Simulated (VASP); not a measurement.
# Si2Mo (I4/mmm) in VASP: electric field gradients with PBE

Aim: the electric field gradients of Si2Mo with PBE.

All numbers are computed with VASP 6.6.1; they aren't measurements. Logs are shortened: lines on timing, memory, paths and dates and some standing lists are left out, and cuts for length are marked.

**1. The cell of the first run**

The structure is tetragonal, space group I4/mmm (No. 139). The conventional cell has a = 3.217 Å, b = 3.217 Å, c = 7.873 Å, α = 90.00°, β = 90.00°, γ = 90.00°. Si (site symmetry 4mm) has 9 Si at 2.60 to 3.22 Å and 5 Mo at 2.62 to 2.64 Å within 3.4 Å. Within 3.5 Å of Mo (site symmetry 4/mmm) lie 10 Si at 2.62 to 2.64 Å and 4 Mo at 3.22 Å.

**2. Electric field gradients, PBE**

The input, INCAR:

```
PREC = Accurate ; ENCUT = 520
EDIFF = 1E-8 ; ISMEAR = -1
SIGMA = 0.05 ; LREAL = F
LASPH = T ; NELM = 100
ALGO = Normal ; ISIF = 2
LWAVE = F ; LCHARG = F
GGA = PE ; LEFG = T
NBANDS = 18
```

The input, KPOINTS:

```
Automatic mesh
0
Gamma
  16 16 16
```

The input, POSCAR:

```
Si2Mo
1.0
   -1.6084159349      1.6084159349      3.9365726644
    1.6084159349     -1.6084159349      3.9365726644
    1.6084159349      1.6084159349     -3.9365726644
Si Mo
2 1
Direct
    0.3351023399      0.3351023399      0.0000000000
    0.6648976601      0.6648976601      0.0000000000
    0.0000000000      0.0000000000      0.0000000000
```

Potentials or basis: VASP PAW PBE potentials, release 64 (Si, Mo_sv).

On the command line:

```
$ cat potpaw_PBE.64/Si/POTCAR potpaw_PBE.64/Mo_sv/POTCAR > POTCAR
$ mpirun -np 1 vasp_std > vasp.out
```

OUTCAR:

```text
PREC = Accurate
   ENCUT = 520
   EDIFF = 1E-8
   ISMEAR = -1
   LREAL = F
   LASPH = T
   NELM = 100
   ISIF = 2
   GGA = PE

 ion  position               nearest neighbor table
   1  0.335  0.335  0.000-   2 2.60   3 2.62   3 2.62   3 2.62   3 2.62   3 2.64   2 2.64   2 2.64
                             2 2.64   2 2.64
   2  0.665  0.665  0.000-   1 2.60   3 2.62   3 2.62   3 2.62   3 2.62   3 2.64   1 2.64   1 2.64
                             1 2.64   1 2.64
   3  0.000  0.000  0.000-   2 2.62   2 2.62   2 2.62   1 2.62   2 2.62   1 2.62   1 2.62   1 2.62
                             1 2.64   2 2.64

  LATTYP: Found a body centered tetragonal cell.
 ALAT       =     3.2168318698
 C/A-ratio  =     2.4474842477

  Lattice vectors:

 A1 = (  -1.6084159349,   1.6084159349,   3.9365726644)
 A2 = (   1.6084159349,  -1.6084159349,   3.9365726644)
 A3 = (   1.6084159349,   1.6084159349,  -3.9365726644)

Analysis of symmetry for initial positions (statically):
=====================================================================
 Subroutine PRICEL returns:
 Original cell was already a primitive cell.

 Routine SETGRP: Setting up the symmetry group for a
 body centered tetragonal supercell.

 Subroutine GETGRP returns: Found 16 space group operations
 (whereof 16 operations were pure point group operations)
 out of a pool of 16 trial point group operations.

The static configuration has the point symmetry D_4h.

Analysis of symmetry for dynamics (positions and initial velocities):
=====================================================================
 Subroutine PRICEL returns:
 Original cell was already a primitive cell.

 Routine SETGRP: Setting up the symmetry group for a
 body centered tetragonal supercell.

 Subroutine GETGRP returns: Found 16 space group operations
 (whereof 16 operations were pure point group operations)
 out of a pool of 16 trial point group operations.

The dynamic configuration has the point symmetry D_4h.

 Subroutine INISYM returns: Found 16 space group operations
 (whereof 16 operations are pure point group operations),
 and found     1 'primitive' translations

----------------------------------------------------------------------------------------

                                     Primitive cell

  volume of cell :      40.7357

  direct lattice vectors                    reciprocal lattice vectors
    -1.608415935  1.608415935  3.936572664     0.000000000  0.310864863  0.127014041
     1.608415935 -1.608415935  3.936572664     0.310864863  0.000000000  0.127014041
     1.608415935  1.608415935 -3.936572664     0.310864863  0.310864863  0.000000000

  length of vectors
     4.546494032  4.546494032  4.546494032     0.335811748  0.335811748  0.439629306

  position of ions in fractional coordinates (direct lattice)
     0.335102340  0.335102340  0.000000000
     0.664897660  0.664897660  0.000000000
     0.000000000  0.000000000  0.000000000

  ion indices of the primitive-cell ions
   primitive index   ion index
                 1           1
                 2           2
                 3           3

----------------------------------------------------------------------------------------

 KPOINTS: Automatic mesh

Automatic generation of k-mesh.
 Grid dimensions read from file:
 generate k-points for:   16   16   16

 Generating k-lattice:

  Cartesian coordinates                     Fractional coordinates (reciprocal lattice)
     0.000000000  0.019429054  0.007938378     0.062500000 -0.000000000  0.000000000
     0.019429054  0.000000000  0.007938378    -0.000000000  0.062500000  0.000000000
     0.019429054  0.019429054  0.000000000     0.000000000  0.000000000  0.062500000

  Length of vectors
     0.020988234  0.020988234  0.027476832

  Shift w.r.t. Gamma in fractional coordinates (k-lattice)
     0.000000000  0.000000000  0.000000000

 Subroutine IBZKPT returns following result:
 ===========================================

 Found    349 irreducible k-points:

 Following reciprocal coordinates:
            Coordinates               Weight
  0.000000  0.000000  0.000000      1.000000
  0.062500  0.000000  0.000000      8.000000
  0.125000  0.000000  0.000000      8.000000
  0.187500  0.000000 -0.000000      8.000000
  0.250000  0.000000  0.000000      8.000000
  0.312500  0.000000  0.000000      8.000000
[... 16 lines left out ...]
 -0.125000  0.062500  0.000000     16.000000
 -0.062500  0.062500  0.000000      4.000000
 [... further k-points ...]
   k-points           NKPTS =    349   k-points in BZ     NKDIM =    349   number of bands    NBANDS=     18
   number of dos      NEDOS =    301   number of ions     NIONS =      3
   total plane-waves  NPLWV =  46656
   dimension x,y,z NGX =    36 NGY =   36 NGZ =   36
   dimension x,y,z NGXF=    72 NGYF=   72 NGZF=   72
   ions per type =               2   1
   NGX,Y,Z   is equivalent  to a cutoff of  13.16, 13.16, 13.16 a.u.
   NGXF,Y,Z  is equivalent  to a cutoff of  26.33, 26.33, 26.33 a.u.
 SYSTEM =  unknown system
   PREC   = accura    normal or accurate (medium, high low for compatibility)
   ISTART =      0    job   : 0-new  1-cont  2-samecut
   ICHARG =      2    charge: 1-file 2-atom 10-const
   ISPIN  =      1    spin polarized calculation?
   LNONCOLLINEAR =      F non collinear calculations
   LSORBIT =      F    spin-orbit coupling
   LASPH  =      T    aspherical Exc in radial PAW
   ENCUT  =  520.0 eV  38.22 Ry    6.18 a.u.   8.45  8.45  8.45*2*pi/ulx,y,z
   NELM   =    100;   NELMIN=  2; NELMDL= -5     # of ELM steps
   EDIFF  = 0.1E-07   stopping-criterion for ELM
   LREAL  =      F    real-space projection
   EDIFFG = 0.1E-06   stopping-criterion for IOM
   NSW    =      0    number of steps for IOM
   IBRION =     -1    ionic relax: 0-MD 1-quasi-New 2-CG
   NFREE  =      0    steps in history (QN), initial steepest desc. (CG)
   ISIF   =      2    stress and relaxation
   ISYM   =      2    0-nonsym 1-usesym 2-fastsym
   POTIM  = 0.5000    time-step for ionic-motion
   TEBEG  =    0.0;   TEEND  =   0.0 temperature during run
   PSTRESS=    0.0 pullay stress
   NELECT =      22.0000    total number of electrons
   NUPDOWN=      -1.0000    fix difference up-down
   EMIN   =  10.00;   EMAX   =-10.00  energy-range for DOS
   EFERMI =   0.00;   METHOD = LEGACY
   ISMEAR =    -1;   SIGMA  =   0.05  broadening in eV -4-tet -1-fermi 0-gaus
   EFERMI_NEDOS =   21; number of points for ismear=-14 and -15
   IALGO  =     38    algorithm
   IMIX   =      4    mixing-type and parameters
     AMIX     =   0.40;   BMIX     =  1.00
     AMIX_MAG =   1.60;   BMIX_MAG =  1.00
  volume/ion in A,a.u.               =      13.58        91.63
  Fermi-wavevector in a.u.,A,eV,Ry     =   1.333186  2.519356 24.182788  1.777385
  Thomas-Fermi vector in A             =   2.462064
   LORBIT       =      0    0 simple, 1 ext, 2 COOP (PROOUT), +10 PAW based schemes
   GGA     = PE    functional components
   LHFCALC =     F    Hartree Fock is set to
   AEXX    =    0.0000 exact exchange contribution
   IVDW    =     0    specifies the selected vdW correction
   LEPSILON=     F    determine dielectric tensor
   LRPA    =     F    only Hartree local field effects (RPA)
 non-spin polarized calculation
  energy-cutoff  :      520.00
  volume of cell :       40.74
 maximum number of plane-waves:      1130
 NGX is ok and might be reduce to    36
   NGX = 17   NGY = 17   NGZ = 17

 number of electron      22.0000000 magnetization

 Free energy of the ion-electron system (eV)
  ---------------------------------------------------
  ext. energy  EPLUGINS =         0.00000000
  ---------------------------------------------------
  free energy    TOTEN  =       -23.26244844 eV

  energy without entropy =      -23.26019548  energy(sigma->0) =      -23.26132196

 E-fermi :  12.0648     XC(G=0): -12.3691

 val. band max:       12.0609086495   @ k =  -0.3750   0.5000   0.3750
 cond. band min:      12.0718417008   @ k =  -0.4375  -0.4375   0.3125
 fundamental gap:      0.0109330513
 Fermi energy:        12.0647863925

 k-point     1 :       0.0000    0.0000    0.0000
  band No.  band energies     occupation
      1     -48.6633      2.00000
      2     -22.8047      2.00000
      3     -22.7377      2.00000
      4     -22.7377      2.00000
      5      -1.2494      2.00000
      6       5.7648      2.00000
[... 481 lines left out ...]
      5      -1.1296      2.00000
      6       5.8713      2.00000
[... 10 lines left out ...]
     17      17.3955      0.00000
     18      17.6817      0.00000

 [... further k-points ...]

------------------------ aborting loop because EDIFF is reached ----------------------------------------

  FORCE on cell =-STRESS in cart. coord.  units (eV):
  Direction    XX          YY          ZZ          XY          YZ          ZX
  --------------------------------------------------------------------------------------
  -------------------------------------------------------------------------------------
  Total        0.0431631      0.0431631      0.0371477      0.0000000      0.0000000      0.0000000
  in kB        1.6976505      1.6976505      1.4610581      0.0000000      0.0000000      0.0000000
  external PRESSURE =       1.6187864 kB  Pullay stress =       0.0000000 kB

 VOLUME and BASIS-vectors are now :
 -----------------------------------------------------------------------------
  energy-cutoff  :      520.00
  volume of cell :       40.74
      direct lattice vectors                 reciprocal lattice vectors
    -1.608415935  1.608415935  3.936572664     0.000000000  0.310864863  0.127014041
     1.608415935 -1.608415935  3.936572664     0.310864863  0.000000000  0.127014041
     1.608415935  1.608415935 -3.936572664     0.310864863  0.310864863  0.000000000

 POSITION                                       TOTAL-FORCE (eV/Angst)
 -----------------------------------------------------------------------------------
      0.00000      0.00000      2.63831         0.000000      0.000000     -0.004515
      0.00000      0.00000      5.23484         0.000000      0.000000      0.004515
      0.00000      0.00000      0.00000        -0.000000     -0.000000     -0.000000
 -----------------------------------------------------------------------------------
    total drift:                               -0.000000      0.000000     -0.000000

  FREE ENERGIE OF THE ION-ELECTRON SYSTEM (eV)
  ---------------------------------------------------
  free  energy   TOTEN  =       -23.2624484353 eV

  energy  without entropy=      -23.2601954804  energy(sigma->0) =      -23.26132196

 Electric field gradients (V/A^2)
---------------------------------------------------------------------
 ion       V_xx      V_yy      V_zz      V_xy      V_xz      V_yz
---------------------------------------------------------------------
   1       5.615     5.615   -11.231    -0.000    -0.000    -0.000
   2       5.615     5.615   -11.231    -0.000    -0.000    -0.000
   3      29.806    29.806   -59.611     0.001     0.000     0.000
---------------------------------------------------------------------

 Electric field gradients after diagonalization (V/A^2)
 (convention: |V_zz| > |V_xx| > |V_yy|)
----------------------------------------------------------------------
 ion       V_xx      V_yy      V_zz     asymmetry (V_yy - V_xx)/ V_zz
----------------------------------------------------------------------
   1       5.615     5.615   -11.231       0.000
   2       5.615     5.615   -11.231       0.000
   3      29.806    29.805   -59.611       0.000
----------------------------------------------------------------------

           NMR quadrupolar parameters

 Cq : quadrupolar parameter    Cq=e*Q*V_zz/h
 eta: asymmetry parameters     (V_yy - V_xx)/ V_zz
 Q  : nuclear electric quadrupole moment in mb (millibarn)
----------------------------------------------------------------------
 ion       Cq(MHz)       eta       Q (mb)
----------------------------------------------------------------------
   1      -0.027       0.000       1.000
   2      -0.027       0.000       1.000
   3      -0.144       0.000       1.000
----------------------------------------------------------------------
```

Run time: 8.6 min. Hardware: 1 thread of Intel Xeon 8259CL, shared host; peak memory 0.39 GiB.

Results:

```yaml
Free_energy: -23.2624 eV
Pressure: 0.2 GPa
Largest_force: 0.005 eV/Å
Band_gap_on_the_k_mesh: zero (bands 11 and 12 overlap by 0.95 eV)
Largest_electric_field_gradient_by_atom: Si -11.2; Mo -59.6 V/Å²
```

Forces in eV/Å, atoms in the order of the input:
```
Si   0.000  0.000 -0.005
Si   0.000  0.000  0.005
Mo   0.000  0.000  0.000
```

Electric field gradients, principal values (V/Å²):
```tsv
atom	least	middle	greatest (by size)
1 Si	5.615	5.615	-11.231
2 Si	5.615	5.615	-11.231
3 Mo	29.805	29.806	-59.611
```

Caveat: without QUAD_EFG the Cq values of the log hold for a quadrupole moment of 1 mb, not for the nuclei.
